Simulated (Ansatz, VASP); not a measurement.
# One calculation of KBr, two programs

```
K Br
1.0
     0.00000    3.30225    3.30225
     3.30225    0.00000    3.30225
     3.30225    3.30225    0.00000
K Br
1 1
Direct
  0.00000 0.00000 0.00000
  0.50000 0.50000 0.50000
```

Alike in both runs: task single point; functional PBE-based screened hybrid; k mesh 4 × 4 × 4; no spin polarisation.

|  | VASP | Ansatz |
| --- | --- | --- |
| version | VASP 6.6.1 | Ansatz 0.2.0 |
| potentials or method | VASP PAW PBE potentials, release 64 (K_sv, Br) | plane waves |
| plane-wave cutoff (eV) | 520 | 420 |
| occupations | gaussian, width 0.01 eV | fixed |
| valence electrons in the cell | 16 | 16 |

|  | VASP | Ansatz | Ansatz less VASP |
| --- | --- | --- | --- |
| gap on the k mesh at the Fermi level (eV) | 5.12 | 5.12 | +0.002 |
| pressure (GPa) | 0.6 | 0.5 | -0.03 |

VASP's potentials were made for PBE, not for PBE-based screened hybrid. Ansatz's warnings: stress exchange threshold loose, stress scf threshold loose.
